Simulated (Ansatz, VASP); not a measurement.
Given: the input of a run of Ansatz 0.2.0 on CuO.

File input.yaml:

```yaml
crystal:
  lattice:
    - [0.0, 2.32725273, 2.32725273]
    - [2.32725273, 0.0, 2.32725273]
    - [2.32725273, 2.32725273, 0.0]
  atoms:
    - { symbol: Cu, position: [0.0, 0.0, 0.0] }
    - { symbol: O, position: [0.25, 0.25, 0.25] }
hamiltonian:
  xc: r2scan
  pseudopotentials: { kind: paw }
kpoints:
  mp_grid: { grid: [10, 10, 10] }
scf:
  occupations: { method: fermi_dirac, width: 0.05 }
output:
  forces: true
  stress: true
  eigenvalues: true
relax:
  f_tol: 0.01
  max_steps: 40
  cell: { stress_tol: 0.05 }
```

Potentials or basis: Ansatz PAW.

Run with:

```bash
$ ansatz run input.yaml --threads 2 --pin off --max-ram 5632MiB --backend cpu --events-out ev --progress --plain --runs-dir out
```

Translate it to VASP 6.6.1. Potentials there: VASP PAW PBE potentials, release 64 (Cu, O).

As run (the cutoff follows the program's own potentials):

The input POSCAR:

```
CuO
1.0
    0.0000000000      2.3272527300      2.3272527300
    2.3272527300      0.0000000000      2.3272527300
    2.3272527300      2.3272527300      0.0000000000
Cu O
1 1
Direct
    0.0000000000      0.0000000000      0.0000000000
    0.2500000000      0.2500000000      0.2500000000
```

The input INCAR.step1:

```
SYSTEM = CuO
  PREC = Accurate
  ENCUT = 600
  ISMEAR = -1
  SIGMA = 0.05
  LREAL = .FALSE.
  LASPH = .TRUE.
  NELM = 60
  GGA = PE
  ALGO = Normal
  EDIFF = 1E-4
  LWAVE = .TRUE.
  LCHARG = .FALSE.
```

INCAR.step2

```
SYSTEM = CuO
  PREC = Accurate
  ENCUT = 600
  EDIFF = 1E-7
  ISMEAR = -1
  SIGMA = 0.05
  LREAL = .FALSE.
  LASPH = .TRUE.
  NELM = 60
  ALGO = Normal
  ISIF = 3
  LWAVE = .FALSE.
  LCHARG = .FALSE.
  METAGGA = R2SCAN
  LMIXTAU = .TRUE.
  IBRION = 2
  NSW = 60
  EDIFFG = -0.01
  ISTART = 1
```

The input KPOINTS:

```
Automatic mesh
0
G
  10 10 10
  0 0 0
```

Potentials or basis: VASP PAW PBE potentials, release 64 (Cu, O).

The run is started by

```bash
$ cat potpaw_PBE.64/Cu/POTCAR potpaw_PBE.64/O/POTCAR > POTCAR
$ cp INCAR.step1 INCAR
$ mpirun -np 1 vasp_std > vasp.out
$ cp INCAR.step2 INCAR
$ mpirun -np 1 vasp_std > vasp.out
```

Both were run:

|  | VASP | Ansatz | Ansatz less VASP |
| --- | --- | --- | --- |
| gap on the k mesh at the Fermi level, each at its own relaxed structure (eV) | none | none | - |
| relaxed volume (Å³/atom) | 11.16 | 11.12 | -0.035 |
| relaxed cell length with the largest relative difference (Å) | 3.160 | 3.157 | -0.0033 |

VASP's potentials were made for PBE, not for r2SCAN. A gap of «none» marks a metal or a gap that the smearing closes. VASP's potentials hold 17 valence electrons a cell and Ansatz's 25, so a difference there can come from the potentials and not from the codes.

Noted on Ansatz's run: the plane-wave basis is chosen anew once the cell has moved, so the energies of steps on either side of that aren't comparable.
